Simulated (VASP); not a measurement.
# AlCo in VASP: further runs

Runs on AlCo. Level: PBEsol. Tasks: single point.

Everything below comes from runs of VASP 6.6.1. Logs are shortened: lines on timing, memory, paths and dates and some standing lists are left out, and cuts for length are marked.

**1. The cell of the first run**

The structure is tetragonal, space group P4mm (No. 99). The conventional cell has a = 2.819 Å, b = 2.819 Å, c = 2.819 Å, α = 90.00°, β = 90.00°, γ = 90.00°. Al (site symmetry 4mm) has 8 Co at 2.39 to 2.50 Å and 6 Al at 2.82 Å within 3.2 Å. Within 3.2 Å of Co (site symmetry 4mm) lie 8 Al at 2.39 to 2.50 Å and 6 Co at 2.82 Å.

**2. Single point, PBEsol (atom 2 (Co) moved by (+0.000, -0.100) A along [1 1 0] and z)**

INCAR

```
SYSTEM = AlCo
PREC = Accurate
ENCUT = 520
EDIFF = 1E-7
ISMEAR = 0
SIGMA = 0.15
LREAL = .False.
LASPH = .True.
NELM = 100
ALGO = Normal
ISIF = 2
LWAVE = .False.
LCHARG = .False.
GGA = PS
NBANDS = 13
```

KPOINTS

```
regular mesh
0
Gamma
  16 16 16
  0 0 0
```

POSCAR

```
AlCo
1.0
    2.8194032100      0.0000000000      0.0000000000
    0.0000000000      2.8194032100      0.0000000000
    0.0000000000      0.0000000000      2.8194032100
Al Co
1 1
Direct
    0.0000000000      0.0000000000      0.0000000000
    0.5000000000      0.5000000000      0.4645315010
```

Potentials or basis: VASP PAW PBE potentials, release 64 (Al, Co).

On the command line:

```console
> cat potpaw_PBE.64/Al/POTCAR potpaw_PBE.64/Co/POTCAR > POTCAR
> mpirun -np 1 vasp_std > vasp.out
```

OUTCAR:

```text
SYSTEM = AlCo
   PREC = Accurate
   ENCUT = 520
   EDIFF = 1E-7
   ISMEAR = 0
   LREAL = .False.
   LASPH = .True.
   NELM = 100
   ISIF = 2
   GGA = PS

 ion  position               nearest neighbor table
   1  0.000  0.000  0.000-   2 2.39   2 2.39   2 2.39   2 2.39   2 2.50   2 2.50   2 2.50   2 2.50

   2  0.500  0.500  0.465-   1 2.39   1 2.39   1 2.39   1 2.39   1 2.50   1 2.50   1 2.50   1 2.50

  LATTYP: Found a simple cubic cell.
 ALAT       =     2.8194032100

  Lattice vectors:

 A1 = (   2.8194032100,   0.0000000000,   0.0000000000)
 A2 = (   0.0000000000,   2.8194032100,   0.0000000000)
 A3 = (   0.0000000000,   0.0000000000,   2.8194032100)

Analysis of symmetry for initial positions (statically):
=====================================================================
 Subroutine PRICEL returns:
 Original cell was already a primitive cell.

 Routine SETGRP: Setting up the symmetry group for a
 simple cubic supercell.

 Subroutine GETGRP returns: Found  8 space group operations
 (whereof  8 operations were pure point group operations)
 out of a pool of 48 trial point group operations.

The static configuration has the point symmetry C_4v.

Analysis of symmetry for dynamics (positions and initial velocities):
=====================================================================
 Subroutine PRICEL returns:
 Original cell was already a primitive cell.

 Routine SETGRP: Setting up the symmetry group for a
 simple cubic supercell.

 Subroutine GETGRP returns: Found  8 space group operations
 (whereof  8 operations were pure point group operations)
 out of a pool of 48 trial point group operations.

The dynamic configuration has the point symmetry C_4v.

 Subroutine INISYM returns: Found  8 space group operations
 (whereof  8 operations are pure point group operations),
 and found     1 'primitive' translations

----------------------------------------------------------------------------------------

                                     Primitive cell

  volume of cell :      22.4115

  direct lattice vectors                    reciprocal lattice vectors
     2.819403210  0.000000000  0.000000000     0.354684990  0.000000000  0.000000000
     0.000000000  2.819403210  0.000000000     0.000000000  0.354684990  0.000000000
     0.000000000  0.000000000  2.819403210     0.000000000  0.000000000  0.354684990

  length of vectors
     2.819403210  2.819403210  2.819403210     0.354684990  0.354684990  0.354684990

  position of ions in fractional coordinates (direct lattice)
[... 91 lines left out ...]
   NUPDOWN=      -1.0000    fix difference up-down
   EMIN   =  10.00;   EMAX   =-10.00  energy-range for DOS
   EFERMI =   0.00;   METHOD = LEGACY
   ISMEAR =     0;   SIGMA  =   0.15  broadening in eV -4-tet -1-fermi 0-gaus
   EFERMI_NEDOS =   21; number of points for ismear=-14 and -15
   IALGO  =     38    algorithm
   IMIX   =      4    mixing-type and parameters
     AMIX     =   0.40;   BMIX     =  1.00
     AMIX_MAG =   1.60;   BMIX_MAG =  1.00
  volume/ion in A,a.u.               =      11.21        75.62
  Fermi-wavevector in a.u.,A,eV,Ry     =   1.329366  2.512138 24.044423  1.767215
  Thomas-Fermi vector in A             =   2.458534
   LORBIT       =      0    0 simple, 1 ext, 2 COOP (PROOUT), +10 PAW based schemes
   GGA     = PS    functional components
   LHFCALC =     F    Hartree Fock is set to
   AEXX    =    0.0000 exact exchange contribution
   IVDW    =     0    specifies the selected vdW correction
   LEPSILON=     F    determine dielectric tensor
   LRPA    =     F    only Hartree local field effects (RPA)
 non-spin polarized calculation
 Gauss-broadening in eV      SIGMA  =   0.15
  energy-cutoff  :      520.00
  volume of cell :       22.41
 maximum number of plane-waves:       624
 NGX is ok and might be reduce to    24
   NGX = 11   NGY = 11   NGZ = 11

 number of electron      11.9999998 magnetization

 Free energy of the ion-electron system (eV)
  ---------------------------------------------------
  ext. energy  EPLUGINS =         0.00000000
  ---------------------------------------------------
  free energy    TOTEN  =       -13.04542508 eV

  energy without entropy =      -13.03621033  energy(sigma->0) =      -13.04081770

 E-fermi :  10.8685     XC(G=0): -12.5409

 val. band max:       10.8404583720   @ k =   0.3750   0.0625   0.5000
 cond. band min:      10.8691983013   @ k =   0.5000   0.4375   0.1875
 fundamental gap:      0.0287399293
 Fermi energy:        10.8684542765

 k-point     1 :       0.0000    0.0000    0.0000
  band No.  band energies     occupation
      1      -0.4016      2.00000
      2       7.7355      2.00000
      3       7.7494      2.00000
      4      10.0121      2.00000
      5      10.0248      2.00000
      6      10.0248      2.00000
      7      17.0135      0.00000
      8      17.0170      0.00000
      9      17.0170      0.00000
     10      19.7871      0.00000
     11      19.8015      0.00000
     12      26.5682      0.00000
     13      32.7417      0.00000
[... 354 lines left out ...]
  band No.  band energies     occupation
      1       0.3492      2.00000
      2       7.6168      2.00000
      3       7.9254      2.00000
      4       9.6495      2.00000
      5       9.6934      2.00000
      6      10.0228      2.00000
      7      13.6378      0.00000
      8      17.0942      0.00000
      9      18.0207      0.00000
     10      20.2648      0.00000
     11      23.0221      0.00000
     12      27.9652      0.00000
     13      29.0327      0.00000

 [... further k-points ...]

------------------------ aborting loop because EDIFF is reached ----------------------------------------

  FORCE on cell =-STRESS in cart. coord.  units (eV):
  Direction    XX          YY          ZZ          XY          YZ          ZX
  --------------------------------------------------------------------------------------
  -------------------------------------------------------------------------------------
  Total        0.2575458      0.2575458      0.1640947      0.0000000     -0.0000000      0.0000000
  in kB       18.4116801     18.4116801     11.7309587      0.0000000     -0.0000000      0.0000000
  external PRESSURE =      16.1847730 kB  Pullay stress =       0.0000000 kB

 VOLUME and BASIS-vectors are now :
 -----------------------------------------------------------------------------
  energy-cutoff  :      520.00
  volume of cell :       22.41
      direct lattice vectors                 reciprocal lattice vectors
     2.819403210  0.000000000  0.000000000     0.354684990  0.000000000  0.000000000
     0.000000000  2.819403210  0.000000000     0.000000000  0.354684990  0.000000000
     0.000000000  0.000000000  2.819403210     0.000000000  0.000000000  0.354684990

 POSITION                                       TOTAL-FORCE (eV/Angst)
 -----------------------------------------------------------------------------------
      0.00000      0.00000      0.00000        -0.000000      0.000000     -0.800839
      1.40970      1.40970      1.30970         0.000000      0.000000      0.800839
 -----------------------------------------------------------------------------------
    total drift:                                0.000000     -0.000000      0.000171

  FREE ENERGIE OF THE ION-ELECTRON SYSTEM (eV)
  ---------------------------------------------------
  free  energy   TOTEN  =       -13.0454250766 eV

  energy  without entropy=      -13.0362103266  energy(sigma->0) =      -13.04081770
```

stdout:

```text
POSCAR found type information on POSCAR AlCo
 POSCAR found :  2 types and       2 ions
 scaLAPACK will be used
 -----------------------------------------------------------------------------
|                                                                             |
|                                                                             |
|     You enforced a specific xc type in the INCAR file but a different       |
|     I HOPE YOU KNOW WHAT YOU ARE DOING!                                     |
|                                                                             |
 -----------------------------------------------------------------------------

 LDA part: xc-table for (Slater+PW92), standard interpolation
 POSCAR, INCAR and KPOINTS ok, starting setup
 FFT: planning ... GRIDC
 FFT: planning ... GRID_SOFT
 FFT: planning ... GRID
 WAVECAR not read
 entering main loop
```

Wall time 72 s (1 thread of Intel Xeon Platinum 8259CL at 2.50GHz (Skylake/Cascade Lake), shared host); peak memory 0.24 GiB.

What came out:

- Free energy: -13.0454 eV
- Pressure: 1.6 GPa
- Largest force: 0.801 eV/Å
- Band gap on the k mesh: zero (band 6 reaches 13.23 eV, above the bottom of band 7 at 10.61 eV)

Forces in eV/Å, atoms in the order of the input:
```
Al   0.000  0.000 -0.801
Co   0.000  0.000  0.801
```

Caveat: the cell differs from its parent crystal (atom 2 (Co) moved by (+0.000, -0.100) A along [1 1 0] and z); the PAW data sets were made with another functional, which shifts forces and pressure a little.

**3. Single point, PBEsol (atom 2 (Co) moved by (-0.100, +0.000) A along [1 1 0] and z)**

INCAR

```
ALGO = Fast ; EDIFF = 1E-6
ENCUT = 520 ; GGA = PS
ISIF = 2 ; ISMEAR = 0
LASPH = T ; LCHARG = F
LREAL = F ; LWAVE = F
NBANDS = 13 ; NELM = 80
PREC = Accurate ; SIGMA = 0.15
```

KPOINTS

```
k-points
0
Gamma
  16 16 16
```

Edit POSCAR of step 2 so:

```diff
@@ -9,2 +9,2 @@
     0.0000000000      0.0000000000      0.0000000000
-    0.5000000000      0.5000000000      0.4645315010
+    0.4749199838      0.4749199838      0.5000000000
```

Potentials or basis: VASP PAW PBE potentials, release 64 (Al, Co).

On the command line:

```console
> cat potpaw_PBE.64/Al/POTCAR potpaw_PBE.64/Co/POTCAR > POTCAR
> mpirun -np 1 vasp_std > vasp.out
```

Wall time 2.2 min (1 thread of Intel Xeon Platinum 8259CL at 2.50GHz (Skylake/Cascade Lake), shared host); peak memory 0.31 GiB.

Results (log left out):

| Property | Result |
| --- | --- |
| Free energy | -13.0451 eV |
| Pressure | 1.4 GPa |
| Largest force | 0.814 eV/Å |
| Band gap on the k mesh | zero (band 6 reaches 13.23 eV, above the bottom of band 7 at 10.61 eV) |

Forces on the atoms (eV/Å):
```
Al  -0.575 -0.575  0.000
Co   0.575  0.575  0.000
```

Stress tensor (GPa, compression positive):
```
1.25 0.94 0.00
0.94 1.25 0.00
0.00 0.00 1.60
```

Levels at points of the mesh, in eV from the Fermi level:
```tsv
k point	band 2	band 3	band 4	band 5	band 6	band 7	band 8	band 9	band 10	band 11
(0.00, 0.00, 0.00)	-3.13	-3.12	-0.86	-0.84	-0.84	6.13	6.15	6.17	8.92	8.93
(0.50, 0.00, 0.00)	-6.74	-2.51	-1.77	-1.76	-0.73	0.19	8.50	10.77	10.79	12.00
(0.00, 0.00, 0.50)	-6.78	-2.51	-1.77	-1.76	-0.73	0.19	8.49	10.81	10.82	11.97
(0.50, 0.50, 0.00)	-3.27	-2.72	-2.66	-1.56	-1.55	-0.25	2.51	3.70	13.17	16.13
(0.00, 0.50, 0.50)	-3.23	-2.73	-2.70	-1.54	-1.53	-0.26	2.51	3.69	13.19	15.74
(0.50, 0.50, 0.50)	-4.07	-4.06	-0.22	-0.21	2.36	2.38	2.38	4.35	5.56	5.58
```

Caveat: the cell differs from its parent crystal (atom 2 (Co) moved by (-0.100, +0.000) A along [1 1 0] and z); the PAW data sets were made with another functional, which shifts forces and pressure a little. Spin polarisation is off, so any magnetic state and its effect on volume and gap are missing.
